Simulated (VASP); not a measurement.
# PbS (Pm-3m) in VASP: a series of runs

PbS is run at these levels: PBEsol; tasks: vibrations by perturbation theory.

Program: VASP 6.6.1. These are calculated values, not measurements. Logs are shortened: lines on timing, memory, paths and dates and some standing lists are left out, and cuts for length are marked.

### Step 1. The cell of the first run

It takes space group Pm-3m (No. 221, cubic). The conventional cell has a = 3.519 Å, b = 3.519 Å, c = 3.519 Å, α = 90.00°, β = 90.00°, γ = 90.00°. Pb (site symmetry m-3m) has 8 S at 3.05 Å and 6 Pb at 3.52 Å within 4.0 Å. S (site symmetry m-3m) has 8 Pb at 3.05 Å and 6 S at 3.52 Å within 4.0 Å.

### Step 2. Vibrations by perturbation theory, PBEsol

File INCAR:

```
PREC = Accurate
ENCUT = 500
EDIFF = 1E-8
ISMEAR = -1
SIGMA = 0.15
LREAL = F
LASPH = T
NELM = 120
ALGO = Normal
ISIF = 2
LWAVE = F
LCHARG = T
GGA = PS
IBRION = 8
NSW = 1
GGA_COMPAT = F
```

File KPOINTS:

```
regular mesh
0
Gamma
  12 12 12
```

File POSCAR:

```
PbS
1.0
    3.5191000000      0.0000000000      0.0000000000
    0.0000000000      3.5191000000      0.0000000000
    0.0000000000      0.0000000000      3.5191000000
Pb S
1 1
Direct
    0.0000000000      0.0000000000      0.0000000000
    0.5000000000      0.5000000000      0.5000000000
```

Potentials or basis: VASP PAW PBE potentials, release 64 (Pb_d, S).

The run is started by

```sh
$ cat potpaw_PBE.64/Pb_d/POTCAR potpaw_PBE.64/S/POTCAR > POTCAR
$ mpirun -np 1 vasp_std > vasp.out
```

OUTCAR:

```text
PREC = Accurate
   ENCUT = 500
   EDIFF = 1E-8
   ISMEAR = -1
   LREAL = F
   LASPH = T
   NELM = 120
   ISIF = 2
   GGA = PS
   IBRION = 8
   NSW = 1

 ion  position               nearest neighbor table
   1  0.000  0.000  0.000-   2 3.05   2 3.05   2 3.05   2 3.05   2 3.05   2 3.05   2 3.05   2 3.05

   2  0.500  0.500  0.500-   1 3.05   1 3.05   1 3.05   1 3.05   1 3.05   1 3.05   1 3.05   1 3.05

  LATTYP: Found a simple cubic cell.
 ALAT       =     3.5191000000

  Lattice vectors:

 A1 = (   3.5191000000,   0.0000000000,   0.0000000000)
 A2 = (   0.0000000000,   3.5191000000,   0.0000000000)
 A3 = (   0.0000000000,   0.0000000000,   3.5191000000)

Analysis of symmetry for initial positions (statically):
=====================================================================
 Subroutine PRICEL returns:
 Original cell was already a primitive cell.

 Routine SETGRP: Setting up the symmetry group for a
 simple cubic supercell.

 Subroutine GETGRP returns: Found 48 space group operations
 (whereof 48 operations were pure point group operations)
 out of a pool of 48 trial point group operations.

The static configuration has the point symmetry O_h .

Analysis of symmetry for dynamics (positions and initial velocities):
=====================================================================
 Subroutine PRICEL returns:
 Original cell was already a primitive cell.

 Routine SETGRP: Setting up the symmetry group for a
 simple cubic supercell.

 Subroutine GETGRP returns: Found 48 space group operations
 (whereof 48 operations were pure point group operations)
 out of a pool of 48 trial point group operations.

The dynamic configuration has the point symmetry O_h .

 Subroutine INISYM returns: Found 48 space group operations
 (whereof 48 operations are pure point group operations),
 and found     1 'primitive' translations

----------------------------------------------------------------------------------------

                                     Primitive cell

  volume of cell :      43.5808

  direct lattice vectors                    reciprocal lattice vectors
     3.519100000  0.000000000  0.000000000     0.284163565  0.000000000  0.000000000
     0.000000000  3.519100000  0.000000000     0.000000000  0.284163565  0.000000000
     0.000000000  0.000000000  3.519100000     0.000000000  0.000000000  0.284163565

  length of vectors
     3.519100000  3.519100000  3.519100000     0.284163565  0.284163565  0.284163565

  position of ions in fractional coordinates (direct lattice)
     0.000000000  0.000000000  0.000000000
     0.500000000  0.500000000  0.500000000

  ion indices of the primitive-cell ions
   primitive index   ion index
                 1           1
                 2           2

----------------------------------------------------------------------------------------

 KPOINTS: regular mesh

Automatic generation of k-mesh.
 Grid dimensions read from file:
 generate k-points for:   12   12   12

 Generating k-lattice:

  Cartesian coordinates                     Fractional coordinates (reciprocal lattice)
     0.023680297  0.000000000  0.000000000     0.083333333  0.000000000  0.000000000
     0.000000000  0.023680297  0.000000000     0.000000000  0.083333333  0.000000000
     0.000000000  0.000000000  0.023680297     0.000000000  0.000000000  0.083333333

  Length of vectors
     0.023680297  0.023680297  0.023680297

  Shift w.r.t. Gamma in fractional coordinates (k-lattice)
     0.000000000  0.000000000  0.000000000

 Subroutine IBZKPT returns following result:
[... 77 lines left out ...]
   IVDW    =     0    specifies the selected vdW correction
   LEPSILON=     F    determine dielectric tensor
   LRPA    =     F    only Hartree local field effects (RPA)
 non-spin polarized calculation
  energy-cutoff  :      500.00
  volume of cell :       43.58
 maximum number of plane-waves:      1141
 NGX is ok and might be reduce to    28
   NGX = 13   NGY = 13   NGZ = 13

--------------------------------------- Ionic step        1  -------------------------------------------

 number of electron      20.0000004 magnetization

 Free energy of the ion-electron system (eV)
  ---------------------------------------------------
  ext. energy  EPLUGINS =         0.00000000
  ---------------------------------------------------
  free energy    TOTEN  =        -9.02094601 eV

  energy without entropy =       -8.97180654  energy(sigma->0) =       -8.99637627

 E-fermi :   7.3879     XC(G=0): -10.9047

 val. band max:        7.3558603061   @ k =   0.5000   0.4167   0.4167
 cond. band min:       7.4692790697   @ k =   0.1667   0.1667   0.1667
 fundamental gap:      0.1134187636
 Fermi energy:         7.3879297861

 k-point     1 :       0.0000    0.0000    0.0000
  band No.  band energies     occupation
      1      -9.4827      2.00000
      2      -9.4827      2.00000
      3      -9.1850      2.00000
      4      -9.1850      2.00000
      5      -9.1850      2.00000
      6      -6.6744      2.00000
      7       0.9402      2.00000
      8       5.3995      2.00000
      9       5.3995      2.00000
     10       5.3995      2.00000
     11      12.5755      0.00000
     12      12.5755      0.00000
     13      14.7010      0.00000
     14      14.7010      0.00000
[... 377 lines left out ...]
      1      -9.4233      2.00000
      2      -9.3793      2.00000
      3      -9.2560      2.00000
      4      -9.2378      2.00000
      5      -9.1656      2.00000
      6      -4.4246      2.00000
      7      -0.8877      2.00000
      8       2.7188      2.00000
      9       4.2482      2.00000
     10       6.8328      1.95180
     11      10.6537      0.00000
     12      12.0250      0.00000
     13      12.9323      0.00000
     14      15.3557      0.00000

 [... further k-points ...]
[... 5 lines left out ...]
  --------------------------------------------------------------------------------------
  -------------------------------------------------------------------------------------
  Total        0.9429157      0.9429157      0.9429157     -0.0000000     -0.0000000      0.0000000
  in kB       34.6647926     34.6647926     34.6647926     -0.0000000     -0.0000000      0.0000000
  external PRESSURE =      34.6647926 kB  Pullay stress =       0.0000000 kB

 VOLUME and BASIS-vectors are now :
 -----------------------------------------------------------------------------
  energy-cutoff  :      500.00
  volume of cell :       43.58
      direct lattice vectors                 reciprocal lattice vectors
     3.519100000  0.000000000  0.000000000     0.284163565  0.000000000  0.000000000
     0.000000000  3.519100000  0.000000000     0.000000000  0.284163565  0.000000000
     0.000000000  0.000000000  3.519100000     0.000000000  0.000000000  0.284163565

 POSITION                                       TOTAL-FORCE (eV/Angst)
 -----------------------------------------------------------------------------------
      0.00000      0.00000      0.00000         0.000000      0.000000      0.000000
      1.75955      1.75955      1.75955         0.000000      0.000000      0.000000
 -----------------------------------------------------------------------------------
    total drift:                               -0.000000      0.000000      0.000000

  FREE ENERGIE OF THE ION-ELECTRON SYSTEM (eV)
  ---------------------------------------------------
  free  energy   TOTEN  =        -9.0209460100 eV

  energy  without entropy=       -8.9718065352  energy(sigma->0) =       -8.99637627

[... ionic steps 2 to 3 ...]

--------------------------------------- Ionic step        4  -------------------------------------------

------------------------ aborting loop because EDIFF is reached ----------------------------------------

[... ionic steps 5 to 6 ...]

--------------------------------------- Ionic step        7  -------------------------------------------

 Free energy of the ion-electron system (eV)
  ---------------------------------------------------
  ---------------------------------------------------
  free energy    TOTEN  =        -0.10533019 eV

  energy without entropy =       -0.10533019

------------------------ aborting loop because EDIFF is reached ----------------------------------------

 INTERNAL STRAIN TENSOR  FOR ION    2  DIRECTION 1   (eV/Angst):
 -----------------------------------------------------------------------------
    -0.03037 -0.00000 -0.00000
    -0.00000  0.02081  0.00000
     0.00000  0.00000  0.02081

 INTERNAL STRAIN TENSOR FOR ION    2 for displacements in x,y,z  (eV/Angst):
          X           Y           Z          XY          YZ          ZX
  --------------------------------------------------------------------------------
  x     0.00000     0.00000     0.00000     0.00000     0.00000     0.00000
  y     0.00000     0.00000     0.00000     0.00000     0.00000     0.00000
  z     0.00000     0.00000     0.00000     0.00000     0.00000     0.00000

 SECOND DERIVATIVES (NOT SYMMETRIZED)
 ------------------------------------
               1X          1Y          1Z          2X          2Y          2Z
  1X     0.140220   -0.000000    0.000000   -0.140220    0.000000    0.000000
  1Y    -0.000000    0.140220   -0.000000    0.000000   -0.140220    0.000000
  1Z    -0.000000   -0.000000    0.140220    0.000000    0.000000   -0.140220
  2X    -0.149093    0.000000   -0.000000    0.149093   -0.000000    0.000000
  2Y     0.000000   -0.149093   -0.000000   -0.000000    0.149093    0.000000
  2Z     0.000000    0.000000   -0.149093   -0.000000   -0.000000    0.149093

 Eigenvectors and eigenvalues of the dynamical matrix
 ----------------------------------------------------

   1 f  =    0.011659 THz     0.073253 2PiTHz    0.388889 cm-1     0.048216 meV
             X         Y         Z           dx          dy          dz
      0.000000  0.000000  0.000000     0.833718   -0.421640   -0.000000
      1.759550  1.759550  1.759550     0.318182   -0.160915    0.000000
[... 21 lines left out ...]
   6 f/i=    1.141003 THz     7.169130 2PiTHz   38.059748 cm-1     4.718805 meV
             X         Y         Z           dx          dy          dz
      0.000000  0.000000  0.000000     0.000000    0.356558   -0.000000
      1.759550  1.759550  1.759550     0.000000   -0.934273    0.000000

--------------------------------------------------------------------------------------------------------

 ELASTIC MODULI CONTR FROM IONIC RELAXATION (kBar)
 Direction    XX          YY          ZZ          XY          YZ          ZX
 --------------------------------------------------------------------------------
 XX           0.0000      0.0000      0.0000      0.0000      0.0000      0.0000
 YY           0.0000      0.0000      0.0000      0.0000      0.0000      0.0000
 ZZ           0.0000      0.0000      0.0000      0.0000      0.0000      0.0000
 XY           0.0000      0.0000      0.0000      0.0000      0.0000      0.0000
 YZ           0.0000      0.0000      0.0000      0.0000      0.0000      0.0000
 ZX           0.0000      0.0000      0.0000      0.0000      0.0000      0.0000
 --------------------------------------------------------------------------------
```

Wall time 3 min (1 thread of Intel Xeon 6975P-C (Granite Rapids), shared host); peak memory 0.4 GiB.

What came out:

| Property | Result |
| --- | --- |
| Highest phonon frequency at Γ, LO-TO splitting left out | 0 cm⁻¹ |
| Most unstable mode | 38i cm⁻¹ |

Phonon frequencies in cm⁻¹ (negative: imaginary):
```csv
q point,frequencies
"(0.000, 0.000, 0.000)",-38 -38 -38 0 0 0
```

Caveat: the cell wasn't relaxed at this level first, which shifts response properties; some modes are imaginary; the PAW data sets were made with another functional, which shifts forces and pressure a little; spin-orbit coupling is left out, which moves the levels of the heavy elements.

### Step 3. Vibrations by perturbation theory, PBEsol

This run uses another cell than the first one, of 23.08 Å³/atom, 1.059 times its volume.

File INCAR:

```
SYSTEM = PbS
ALGO = Normal ; EDIFF = 1E-8
ENCUT = 500 ; GGA = PS
GGA_COMPAT = .False. ; IBRION = 8
ISIF = 2 ; ISMEAR = -1
LASPH = .True. ; LCHARG = .False.
LREAL = .False. ; LWAVE = .False.
NBANDS = 17 ; NELM = 120
NSW = 1 ; PREC = Accurate
SIGMA = 0.15
```

File KPOINTS:

```
k-points
0
Gamma
  12 12 12
  0 0 0
```

File POSCAR:

```
PbS
1.0
    3.5873000000      0.0000000000      0.0000000000
    0.0000000000      3.5873000000      0.0000000000
    0.0000000000      0.0000000000      3.5873000000
Pb S
1 1
Direct
    0.0000000000      0.0000000000      0.0000000000
    0.5000000000      0.5000000000      0.5000000000
```

Potentials or basis: VASP PAW PBE potentials, release 64 (Pb_d, S).

The run is started by

```sh
$ cat potpaw_PBE.64/Pb_d/POTCAR potpaw_PBE.64/S/POTCAR > POTCAR
$ mpirun -np 1 vasp_std > vasp.out
```

OUTCAR:

```text
SYSTEM = PbS
   EDIFF = 1E-8
   ENCUT = 500
   GGA = PS
   IBRION = 8
   ISIF = 2
   ISMEAR = -1
   LASPH = .True.
   LREAL = .False.
   NELM = 120
   NSW = 1
   PREC = Accurate

 ion  position               nearest neighbor table
   1  0.000  0.000  0.000-   2 3.11   2 3.11   2 3.11   2 3.11   2 3.11   2 3.11   2 3.11   2 3.11

   2  0.500  0.500  0.500-   1 3.11   1 3.11   1 3.11   1 3.11   1 3.11   1 3.11   1 3.11   1 3.11

  LATTYP: Found a simple cubic cell.
[... 739 lines left out ...]
               1X          1Y          1Z          2X          2Y          2Z
  1X     0.694963   -0.000000   -0.000000   -0.694963    0.000000    0.000000
  1Y     0.000000    0.694963   -0.000000   -0.000000   -0.694963    0.000000
  1Z    -0.000000   -0.000000    0.694963    0.000000    0.000000   -0.694963
  2X    -0.720771   -0.000000    0.000000    0.720771    0.000000   -0.000000
  2Y    -0.000000   -0.720771   -0.000000    0.000000    0.720771    0.000000
  2Z    -0.000000    0.000000   -0.720771    0.000000   -0.000000    0.720771

 Eigenvectors and eigenvalues of the dynamical matrix
 ----------------------------------------------------

   1 f  =    0.015399 THz     0.096752 2PiTHz    0.513642 cm-1     0.063683 meV
             X         Y         Z           dx          dy          dz
      0.000000  0.000000  0.000000    -0.000000   -0.932807   -0.000000
      1.793650  1.793650  1.793650    -0.000000   -0.360375    0.000000
[... 21 lines left out ...]
   6 f/i=    2.512674 THz    15.787599 2PiTHz   83.813800 cm-1    10.391582 meV
             X         Y         Z           dx          dy          dz
      0.000000  0.000000  0.000000     0.360375    0.000000    0.000000
      1.793650  1.793650  1.793650    -0.932807   -0.000000    0.000000

--------------------------------------------------------------------------------------------------------

 ELASTIC MODULI CONTR FROM IONIC RELAXATION (kBar)
 Direction    XX          YY          ZZ          XY          YZ          ZX
 --------------------------------------------------------------------------------
 XX           0.0000      0.0000      0.0000      0.0000      0.0000      0.0000
 YY           0.0000      0.0000      0.0000      0.0000      0.0000      0.0000
 ZZ           0.0000      0.0000      0.0000      0.0000      0.0000      0.0000
 XY           0.0000      0.0000      0.0000      0.0000      0.0000      0.0000
 YZ           0.0000      0.0000      0.0000      0.0000      0.0000      0.0000
 ZX           0.0000      0.0000      0.0000      0.0000      0.0000      0.0000
 --------------------------------------------------------------------------------
```

stdout:

```text
POSCAR found type information on POSCAR PbS
 POSCAR found :  2 types and       2 ions
 scaLAPACK will be used
 -----------------------------------------------------------------------------
|                                                                             |
|                                                                             |
|     You enforced a specific xc type in the INCAR file but a different       |
|     I HOPE YOU KNOW WHAT YOU ARE DOING!                                     |
|                                                                             |
 -----------------------------------------------------------------------------

 LDA part: xc-table for (Slater+PW92), standard interpolation
 POSCAR, INCAR and KPOINTS ok, starting setup
 FFT: planning ... GRIDC
 FFT: planning ... GRID_SOFT
 FFT: planning ... GRID
 WAVECAR not read
 entering main loop
 Linear response reoptimize wavefunctions to high precision
 Linear response DOF=           2
 Linear response progress:
 first order change of Fermi-energy   0.32940E-03
 force on displaced ion       1 direction 1 :   0.695   0.000  -0.000
 Linear response progress:
 first order change of Fermi-energy   0.32408E-03
 force on displaced ion       2 direction 1 :   0.721   0.000  -0.000
 Linear response finished
```

Run time: 2.9 min. Hardware: 1 thread of Intel Xeon 6975P-C (Granite Rapids), shared host; peak memory 0.41 GiB.

What came out:

```
Highest phonon frequency at Γ, LO-TO splitting left out : 1 cm⁻¹
Most unstable mode                                      : 84i cm⁻¹
```

Phonon frequencies in cm⁻¹ (negative: imaginary):
```csv
q point,frequencies
"(0.000, 0.000, 0.000)",-84 -84 -84 1 1 1
```

Caveat: some modes are imaginary; the PAW data sets were made with another functional, which shifts forces and pressure a little; spin-orbit coupling is left out, which moves the levels of the heavy elements.
